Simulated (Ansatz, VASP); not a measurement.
Two plane-wave programs on Pt

File POSCAR:

```
Pt
1.0
    0.0000000000      1.9965081598      1.9965081598
    1.9965081598      0.0000000000      1.9965081598
    1.9965081598      1.9965081598      0.0000000000
Pt
1
Direct
    0.0000000000      0.0000000000      0.0000000000
```

INCAR.step1

```
PREC = Accurate
ENCUT = 520
ISMEAR = -1
SIGMA = 0.1
LREAL = F
LASPH = T
NELM = 80
NBANDS = 11
GGA = PE
ALGO = Normal
EDIFF = 1E-4
LWAVE = T
LCHARG = F
```

File INCAR.step2:

```
PREC = Accurate
ENCUT = 520
EDIFF = 1E-6
ISMEAR = -1
SIGMA = 0.1
LREAL = F
LASPH = T
NELM = 80
ALGO = Normal
ISIF = 2
LWAVE = F
LCHARG = T
METAGGA = R2SCAN
LMIXTAU = T
LELF = T
LVHAR = T
NBANDS = 11
ISTART = 1
```

The input KPOINTS:

```
Automatic mesh
0
Gamma
  22 22 22
```

Input for Ansatz:

```yaml
crystal:
  lattice:
    - [0.0, 1.9965081598, 1.9965081598]
    - [1.9965081598, 0.0, 1.9965081598]
    - [1.9965081598, 1.9965081598, 0.0]
  atoms:
    - { symbol: Pt, position: [0.0, 0.0, 0.0] }
hamiltonian:
  xc: r2scan
  pseudopotentials:
    kind: paw
    azcp:
      Pt: "pseudopotentials/Pt.paw.azcp"
basis:
  ecutwfc: 500
  fft_grid_basis: typed
kpoints:
  mp_grid: { grid: [22, 22, 22], shift: [0, 0, 0] }
magnetization:
  spin_polarized: false
scf:
  occupations: { method: fermi_dirac, width: 0.1 }
output:
  stress: true
```

Alike in both runs: task single point; functional r2SCAN; k mesh 22 × 22 × 22; occupations fermi-dirac, width 0.1 eV; no spin polarisation.

|  | VASP | Ansatz |
| --- | --- | --- |
| version | VASP 6.6.1 | Ansatz 0.2.0 |
| potentials or method | VASP PAW PBE potentials, release 64 (Pt), cutoff 520 eV | plane waves (500 eV) with PAW, scalar-relativistic |
| valence electrons in the cell | 10 | 18 |

|  | VASP | Ansatz | Ansatz less VASP |
| --- | --- | --- | --- |
| pressure (GPa) | -8.9 | -9.4 | -0.52 |

VASP's potentials were made for PBE, not for r2SCAN. The functional is the same, so the differences come from potentials, cutoffs and numerics. VASP's potentials hold 10 valence electrons a cell and Ansatz's 18, so a difference there can come from the potentials and not from the codes.

Neither program's run includes spin-orbit coupling.
